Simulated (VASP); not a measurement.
# Al2O3 (P-3m1) in VASP: notebook

Al2O3 is run at these levels: LDA; tasks: single point.

All numbers are computed with VASP 6.6.1; they aren't measurements. Logs are shortened: lines on timing, memory, paths and dates and some standing lists are left out, and cuts for length are marked.

## 1. The cell of the first run

Symmetry: P-3m1, No. 164, trigonal system. The conventional cell has a = 3.138 Å, b = 3.138 Å, c = 6.969 Å, α = 90.00°, β = 90.00°, γ = 120.00°. Within 2.1 Å of Al (site symmetry 3m) lie 4 O at 1.55 to 1.89 Å. O (site symmetry 3m) has 3 Al at 1.89 Å within 2.5 Å. O (site symmetry -3m) has 2 Al at 1.55 Å within 2.1 Å.

## 2. Single point, LDA (strain +0.040 along x and y, -0.080 along z)

INCAR reads:

```
  ALGO = Normal
  EDIFF = 1E-7
  ENCUT = 520
  ISIF = 2
  ISMEAR = 0
  LASPH = T
  LCHARG = F
  LREAL = F
  LWAVE = F
  NBANDS = 20
  NELM = 80
  PREC = Accurate
  SIGMA = 0.05
```

KPOINTS reads:

```
k-points
0
Gamma
  12 12 4
```

POSCAR reads:

```
Al2O3
1.0
    3.1381818458      0.0000000000      0.0000000000
   -1.5690909229      2.7177452001      0.0000000000
    0.0000000000      0.0000000000      6.9686651220
Al O
2 3
Direct
    0.0000000000      0.0000000000      0.2779510000
    0.0000000000      0.0000000000      0.7220490000
    0.3333333333      0.6666666667      0.1994540000
    0.6666666667      0.3333333333      0.8005460000
    0.0000000000      0.0000000000      0.5000000000
```

Potentials or basis: VASP PAW LDA potentials, release 64 (Al, O).

Command:

```
> cat potpaw_LDA.64/Al/POTCAR potpaw_LDA.64/O/POTCAR > POTCAR
> mpirun -np 1 vasp_std > vasp.out
```

OUTCAR:

```text
EDIFF = 1E-7
   ENCUT = 520
   ISIF = 2
   ISMEAR = 0
   LASPH = T
   LREAL = F
   NELM = 80
   PREC = Accurate

 ion  position               nearest neighbor table
   1  0.000  0.000  0.278-   5 1.55   3 1.89   3 1.89   3 1.89   2 3.09
   2  0.000  0.000  0.722-   5 1.55   4 1.89   4 1.89   4 1.89   1 3.09
   3  0.333  0.667  0.199-   1 1.89   1 1.89   1 1.89
   4  0.667  0.333  0.801-   2 1.89   2 1.89   2 1.89
   5  0.000  0.000  0.500-   1 1.55   2 1.55

  LATTYP: Found a hexagonal cell.
 ALAT       =     3.1381818458
 C/A-ratio  =     2.2206059000

  Lattice vectors:

 A1 = (   3.1381818458,   0.0000000000,   0.0000000000)
 A2 = (  -1.5690909229,   2.7177452001,   0.0000000000)
 A3 = (   0.0000000000,   0.0000000000,   6.9686651220)

Analysis of symmetry for initial positions (statically):
=====================================================================
 Subroutine PRICEL returns:
 Original cell was already a primitive cell.

 Routine SETGRP: Setting up the symmetry group for a
 hexagonal supercell.

 Subroutine GETGRP returns: Found 12 space group operations
 (whereof 12 operations were pure point group operations)
 out of a pool of 24 trial point group operations.

The static configuration has the point symmetry D_3d.

Analysis of symmetry for dynamics (positions and initial velocities):
=====================================================================
 Subroutine PRICEL returns:
 Original cell was already a primitive cell.

 Routine SETGRP: Setting up the symmetry group for a
 hexagonal supercell.

 Subroutine GETGRP returns: Found 12 space group operations
 (whereof 12 operations were pure point group operations)
 out of a pool of 24 trial point group operations.

The dynamic configuration has the point symmetry D_3d.

 Subroutine INISYM returns: Found 12 space group operations
 (whereof 12 operations are pure point group operations),
 and found     1 'primitive' translations

----------------------------------------------------------------------------------------

                                     Primitive cell

  volume of cell :      59.4342

  direct lattice vectors                    reciprocal lattice vectors
     3.138181846  0.000000000  0.000000000     0.318655849  0.183976040  0.000000000
    -1.569090923  2.717745200  0.000000000     0.000000000  0.367952080  0.000000000
     0.000000000  0.000000000  6.968665122     0.000000000  0.000000000  0.143499506

  length of vectors
     3.138181846  3.138181846  6.968665122     0.367952080  0.367952080  0.143499506

  position of ions in fractional coordinates (direct lattice)
     0.000000000  0.000000000  0.277951000
     0.000000000  0.000000000  0.722049000
     0.333333333  0.666666667  0.199454000
     0.666666667  0.333333333  0.800546000
     0.000000000  0.000000000  0.500000000

  ion indices of the primitive-cell ions
   primitive index   ion index
                 1           1
                 2           2
                 3           3
                 4           4
                 5           5

----------------------------------------------------------------------------------------

 KPOINTS: k-points

Automatic generation of k-mesh.
 Grid dimensions read from file:
 generate k-points for:   12   12    4

 Generating k-lattice:

  Cartesian coordinates                     Fractional coordinates (reciprocal lattice)
     0.026554654  0.015331337  0.000000000     0.083333333 -0.000000000  0.000000000
     0.000000000  0.030662673  0.000000000     0.000000000  0.083333333  0.000000000
     0.000000000  0.000000000  0.035874876     0.000000000  0.000000000  0.250000000

  Length of vectors
     0.030662673  0.030662673  0.035874876

  Shift w.r.t. Gamma in fractional coordinates (k-lattice)
     0.000000000  0.000000000  0.000000000

 Subroutine IBZKPT returns following result:
 ===========================================

 Found     69 irreducible k-points:

 Following reciprocal coordinates:
            Coordinates               Weight
  0.000000  0.000000  0.000000      1.000000
  0.083333 -0.000000  0.000000      6.000000
  0.166667  0.000000  0.000000      6.000000
  0.250000 -0.000000  0.000000      6.000000
  0.333333  0.000000  0.000000      6.000000
  0.416667  0.000000  0.000000      6.000000
[... 16 lines left out ...]
  0.166667  0.000000  0.250000      6.000000
  0.000000  0.166667  0.250000      6.000000
 [... further k-points ...]
   k-points           NKPTS =     69   k-points in BZ     NKDIM =     69   number of bands    NBANDS=     20
   number of dos      NEDOS =    301   number of ions     NIONS =      5
   total plane-waves  NPLWV =  31104
   dimension x,y,z NGX =    24 NGY =   24 NGZ =   54
   dimension x,y,z NGXF=    48 NGYF=   48 NGZF=  108
   ions per type =               2   3
   NGX,Y,Z   is equivalent  to a cutoff of  12.71, 12.71, 12.88 a.u.
   NGXF,Y,Z  is equivalent  to a cutoff of  25.43, 25.43, 25.76 a.u.
 SYSTEM =  unknown system
   PREC   = accura    normal or accurate (medium, high low for compatibility)
   ISTART =      0    job   : 0-new  1-cont  2-samecut
   ICHARG =      2    charge: 1-file 2-atom 10-const
   ISPIN  =      1    spin polarized calculation?
   LNONCOLLINEAR =      F non collinear calculations
   LSORBIT =      F    spin-orbit coupling
   LASPH  =      T    aspherical Exc in radial PAW
   ENCUT  =  520.0 eV  38.22 Ry    6.18 a.u.   5.83  5.83 12.96*2*pi/ulx,y,z
   NELM   =     80;   NELMIN=  2; NELMDL= -5     # of ELM steps
   EDIFF  = 0.1E-06   stopping-criterion for ELM
   LREAL  =      F    real-space projection
   EDIFFG = 0.1E-05   stopping-criterion for IOM
   NSW    =      0    number of steps for IOM
   IBRION =     -1    ionic relax: 0-MD 1-quasi-New 2-CG
   NFREE  =      0    steps in history (QN), initial steepest desc. (CG)
   ISIF   =      2    stress and relaxation
   ISYM   =      2    0-nonsym 1-usesym 2-fastsym
   POTIM  = 0.5000    time-step for ionic-motion
   TEBEG  =    0.0;   TEEND  =   0.0 temperature during run
   PSTRESS=    0.0 pullay stress
   NELECT =      24.0000    total number of electrons
   NUPDOWN=      -1.0000    fix difference up-down
   EMIN   =  10.00;   EMAX   =-10.00  energy-range for DOS
   EFERMI =   0.00;   METHOD = LEGACY
   ISMEAR =     0;   SIGMA  =   0.05  broadening in eV -4-tet -1-fermi 0-gaus
   EFERMI_NEDOS =   21; number of points for ismear=-14 and -15
   IALGO  =     38    algorithm
   IMIX   =      4    mixing-type and parameters
     AMIX     =   0.40;   BMIX     =  1.00
     AMIX_MAG =   1.60;   BMIX_MAG =  1.00
  volume/ion in A,a.u.               =      11.89        80.22
  Fermi-wavevector in a.u.,A,eV,Ry     =   1.210040  2.286644 19.921610  1.464197
  Thomas-Fermi vector in A             =   2.345599
   LORBIT       =      0    0 simple, 1 ext, 2 COOP (PROOUT), +10 PAW based schemes
   GGA     = CA    functional components
   LHFCALC =     F    Hartree Fock is set to
   AEXX    =    0.0000 exact exchange contribution
   IVDW    =     0    specifies the selected vdW correction
   LEPSILON=     F    determine dielectric tensor
   LRPA    =     F    only Hartree local field effects (RPA)
 non-spin polarized calculation
 Gauss-broadening in eV      SIGMA  =   0.05
  energy-cutoff  :      520.00
  volume of cell :       59.43
 maximum number of plane-waves:      1616
   NGX = 11   NGY = 11   NGZ = 25

 number of electron      23.9999984 magnetization

 Free energy of the ion-electron system (eV)
  ---------------------------------------------------
  ext. energy  EPLUGINS =         0.00000000
  ---------------------------------------------------
  free energy    TOTEN  =       -38.72979482 eV

  energy without entropy =      -38.72979482  energy(sigma->0) =      -38.72979482

 E-fermi :   2.4420     XC(G=0): -10.2791

 val. band max:        2.2033006573   @ k =   0.0000   0.0000   0.0000
 cond. band min:       5.5511362621   @ k =   0.0000   0.0000   0.0000
 fundamental gap:      3.3478356048
 Fermi energy:         2.4420182093

 k-point     1 :       0.0000    0.0000    0.0000
  band No.  band energies     occupation
      1     -15.3242      2.00000
      2     -14.7410      2.00000
      3     -13.6964      2.00000
      4      -2.4465      2.00000
      5      -0.3777      2.00000
      6       0.2063      2.00000
[... 12 lines left out ...]
     19      14.6598      0.00000
     20      15.1344      0.00000

 k-point     2 :       0.0833   -0.0000    0.0000
  band No.  band energies     occupation
      1     -15.2705      2.00000
      2     -14.7009      2.00000
      3     -13.6833      2.00000
      4      -2.4489      2.00000
      5      -0.4475      2.00000
      6      -0.0058      2.00000
[... 12 lines left out ...]
     19      14.9510      0.00000
     20      15.3069      0.00000

 k-point     3 :       0.1667    0.0000    0.0000
  band No.  band energies     occupation
      1     -15.1169      2.00000
      2     -14.5894      2.00000
      3     -13.6513      2.00000
      4      -2.4932      2.00000
      5      -0.8701      2.00000
      6      -0.4274      2.00000
[... 12 lines left out ...]
     19      15.2331      0.00000
     20      15.5454      0.00000

 k-point     4 :       0.2500   -0.0000    0.0000
  band No.  band energies     occupation
      1     -14.8860      2.00000
      2     -14.4324      2.00000
      3     -13.6185      2.00000
      4      -2.6723      2.00000
      5      -1.5631      2.00000
      6      -0.8373      2.00000
[... 429 lines left out ...]
 k-point    23 :       0.1667    0.0000    0.2500
  band No.  band energies     occupation
      1     -15.0779      2.00000
      2     -14.6563      2.00000
      3     -13.6216      2.00000
      4      -2.5055      2.00000
      5      -0.8129      2.00000
      6      -0.5845      2.00000
[... 12 lines left out ...]
     19      15.1216      0.00000
     20      16.0908      0.00000

 k-point    24 :       0.0000    0.1667    0.2500
  band No.  band energies     occupation
      1     -15.0757      2.00000
      2     -14.6602      2.00000
      3     -13.6196      2.00000
      4      -2.5215      2.00000
      5      -0.8859      2.00000
      6      -0.5732      2.00000
[... 12 lines left out ...]
     19      15.2052      0.00000
     20      15.9827      0.00000

 [... further k-points ...]
[... 5 lines left out ...]
  --------------------------------------------------------------------------------------
  -------------------------------------------------------------------------------------
  Total       -7.7486043     -7.7486043     16.6283509     -0.0000000      0.0000000      0.0000000
  in kB     -208.8803691   -208.8803691    448.2531250     -0.0000000      0.0000000      0.0000000
  external PRESSURE =      10.1641289 kB  Pullay stress =       0.0000000 kB

 VOLUME and BASIS-vectors are now :
 -----------------------------------------------------------------------------
  energy-cutoff  :      520.00
  volume of cell :       59.43
      direct lattice vectors                 reciprocal lattice vectors
     3.138181846  0.000000000  0.000000000     0.318655849  0.183976040  0.000000000
    -1.569090923  2.717745200  0.000000000     0.000000000  0.367952080  0.000000000
     0.000000000  0.000000000  6.968665122     0.000000000  0.000000000  0.143499506

 POSITION                                       TOTAL-FORCE (eV/Angst)
 -----------------------------------------------------------------------------------
      0.00000      0.00000      1.93695        -0.000000      0.000000     -5.760614
      0.00000      0.00000      5.03172         0.000000     -0.000000      5.760614
     -0.00000      1.81183      1.38993        -0.000000      0.000000      0.298434
      1.56909      0.90592      5.57874         0.000000      0.000000     -0.298434
      0.00000      0.00000      3.48433        -0.000000      0.000000      0.000000
 -----------------------------------------------------------------------------------
    total drift:                                0.000000      0.000000     -0.000000

  FREE ENERGIE OF THE ION-ELECTRON SYSTEM (eV)
  ---------------------------------------------------
  free  energy   TOTEN  =       -38.7297948167 eV

  energy  without entropy=      -38.7297948167  energy(sigma->0) =      -38.72979482
```

Wall time 36 s (1 thread of Intel Xeon 6975P-C (Granite Rapids), shared host); peak memory 0.18 GiB.

What came out:

```
Free energy            : -38.7298 eV
Pressure               : 1.0 GPa
Largest force          : 5.761 eV/Å
Band gap on the k mesh : 3.35 eV, direct
```

Forces in eV/Å, atoms in the order of the input:
```
Al   0.000  0.000 -5.761
Al   0.000  0.000  5.761
O    0.000  0.000  0.298
O    0.000  0.000 -0.298
O    0.000  0.000  0.000
```

Levels at points of the mesh, in eV from the valence-band top:
| k point | band 8 | band 9 | band 10 | band 11 | band 12 | band 13 | band 14 | band 15 | band 16 | band 17 |
| --- | --- | --- | --- | --- | --- | --- | --- | --- | --- | --- |
| (0.00, 0.00, 0.00) | -1.99 | -1.99 | -0.52 | 0.00 | 0.00 | 3.35 | 5.41 | 8.56 | 12.39 | 12.41 |
| (0.50, 0.00, 0.00) | -2.61 | -2.47 | -1.10 | -0.29 | -0.28 | 5.73 | 7.55 | 8.86 | 10.48 | 10.95 |
| (0.00, 0.00, 0.50) | -1.95 | -1.76 | -1.40 | 0.00 | 0.00 | 4.17 | 4.67 | 9.17 | 10.36 | 12.25 |
| (0.50, 0.00, 0.50) | -2.60 | -2.47 | -1.43 | -0.26 | -0.11 | 6.49 | 6.53 | 9.43 | 9.44 | 11.38 |

Caveat: the cell differs from its parent crystal (strain +0.040 along x and y, -0.080 along z); forces of over 1 eV/Å act on the atoms, so gaps and moduli don't describe the material at rest. A k mesh can miss the band edges.

## 3. Single point, LDA (strain +0.040 along x and y, -0.040 along z)

INCAR reads:

```
  PREC = Accurate
  ENCUT = 520
  EDIFF = 1E-6
  ISMEAR = 0
  SIGMA = 0.05
  LREAL = F
  LASPH = T
  NELM = 60
  ALGO = Normal
  ISIF = 2
  LWAVE = F
  LCHARG = F
  NBANDS = 20
```

KPOINTS reads:

```
regular mesh
0
Gamma
  12 12 4
```

Edit POSCAR of step 2 so:

```diff
@@ -4,3 +4,3 @@
    -1.5690909229      2.7177452001      0.0000000000
-    0.0000000000      0.0000000000      6.9686651220
+    0.0000000000      0.0000000000      7.2716505621
 Al O
```

Potentials or basis: VASP PAW LDA potentials, release 64 (Al, O).

Command:

```
> cat potpaw_LDA.64/Al/POTCAR potpaw_LDA.64/O/POTCAR > POTCAR
> mpirun -np 1 vasp_std > vasp.out
```

OUTCAR:

```text
PREC = Accurate
   ENCUT = 520
   EDIFF = 1E-6
   ISMEAR = 0
   LREAL = F
   LASPH = T
   NELM = 60
   ISIF = 2

 ion  position               nearest neighbor table
   1  0.000  0.000  0.278-   5 1.61   3 1.90   3 1.90   3 1.90   2 3.23
   2  0.000  0.000  0.722-   5 1.61   4 1.90   4 1.90   4 1.90   1 3.23
   3  0.333  0.667  0.199-   1 1.90   1 1.90   1 1.90
   4  0.667  0.333  0.801-   2 1.90   2 1.90   2 1.90
   5  0.000  0.000  0.500-   1 1.61   2 1.61

  LATTYP: Found a hexagonal cell.
 ALAT       =     3.1381818458
 C/A-ratio  =     2.3171539826

  Lattice vectors:

 A1 = (   3.1381818458,   0.0000000000,   0.0000000000)
 A2 = (  -1.5690909229,   2.7177452001,   0.0000000000)
 A3 = (   0.0000000000,   0.0000000000,   7.2716505621)

Analysis of symmetry for initial positions (statically):
=====================================================================
 Subroutine PRICEL returns:
 Original cell was already a primitive cell.

 Routine SETGRP: Setting up the symmetry group for a
 hexagonal supercell.

[... 172 lines left out ...]
 E-fermi :   2.6002     XC(G=0): -10.0884

 val. band max:        2.3384438945   @ k =   0.0000   0.0000   0.0000
 cond. band min:       5.0245002462   @ k =   0.0000   0.0000   0.0000
 fundamental gap:      2.6860563517
 Fermi energy:         2.6001937037

 k-point     1 :       0.0000    0.0000    0.0000
  band No.  band energies     occupation
      1     -15.5597      2.00000
      2     -15.1945      2.00000
      3     -13.7546      2.00000
      4      -2.6631      2.00000
      5      -0.7615      2.00000
      6      -0.2003      2.00000
[... 541 lines left out ...]
     19      14.7251      0.00000
     20      15.4446      0.00000

 [... further k-points ...]

------------------------ aborting loop because EDIFF is reached ----------------------------------------

  FORCE on cell =-STRESS in cart. coord.  units (eV):
  Direction    XX          YY          ZZ          XY          YZ          ZX
  --------------------------------------------------------------------------------------
  -------------------------------------------------------------------------------------
  Total       -8.0635337     -8.0635337      5.5455851      0.0000000     -0.0000000     -0.0000000
  in kB     -208.3128900   -208.3128899    143.2643432      0.0000000     -0.0000000     -0.0000000
  external PRESSURE =     -91.1204789 kB  Pullay stress =       0.0000000 kB

 VOLUME and BASIS-vectors are now :
 -----------------------------------------------------------------------------
  energy-cutoff  :      520.00
  volume of cell :       62.02
      direct lattice vectors                 reciprocal lattice vectors
     3.138181846  0.000000000  0.000000000     0.318655849  0.183976040  0.000000000
    -1.569090923  2.717745200  0.000000000     0.000000000  0.367952080  0.000000000
     0.000000000  0.000000000  7.271650562     0.000000000  0.000000000  0.137520360

 POSITION                                       TOTAL-FORCE (eV/Angst)
 -----------------------------------------------------------------------------------
      0.00000      0.00000      2.02116        -0.000000      0.000000     -2.601258
      0.00000      0.00000      5.25049         0.000000     -0.000000      2.601258
     -0.00000      1.81183      1.45036         0.000000      0.000000      0.601448
      1.56909      0.90592      5.82129         0.000000      0.000000     -0.601448
      0.00000      0.00000      3.63583        -0.000000      0.000000     -0.000000
 -----------------------------------------------------------------------------------
    total drift:                                0.000000      0.000000      0.000000

  FREE ENERGIE OF THE ION-ELECTRON SYSTEM (eV)
  ---------------------------------------------------
  free  energy   TOTEN  =       -39.1966057410 eV

  energy  without entropy=      -39.1966057410  energy(sigma->0) =      -39.19660574
```

stdout:

```text
POSCAR found type information on POSCAR AlO
 POSCAR found :  2 types and       5 ions
 scaLAPACK will be used
 LDA part: xc-table for (Slater(with rela. corr.)+CA(PZ))
 , standard interpolation
 POSCAR, INCAR and KPOINTS ok, starting setup
 FFT: planning ... GRIDC
 FFT: planning ... GRID_SOFT
 FFT: planning ... GRID
 WAVECAR not read
 entering main loop
```

It took 33 s on 1 thread of Intel Xeon 6975P-C (Granite Rapids), shared host; peak memory 0.19 GiB.

What came out:

- Free energy: -39.1966 eV
- Pressure: -9.1 GPa
- Largest force: 2.601 eV/Å
- Band gap on the k mesh: 2.69 eV, direct

Forces on the atoms (eV/Å):
```
Al   0.000  0.000 -2.601
Al   0.000  0.000  2.601
O    0.000  0.000  0.601
O    0.000  0.000 -0.601
O    0.000  0.000  0.000
```

Stress tensor (GPa, compression positive):
```
-20.83   0.00   0.00
  0.00 -20.83   0.00
  0.00   0.00  14.33
```

Caveat: the cell differs from its parent crystal (strain +0.040 along x and y, -0.040 along z); forces of over 1 eV/Å act on the atoms, so gaps and moduli don't describe the material at rest. A k mesh can miss the band edges.

[end of part 1 of 2]
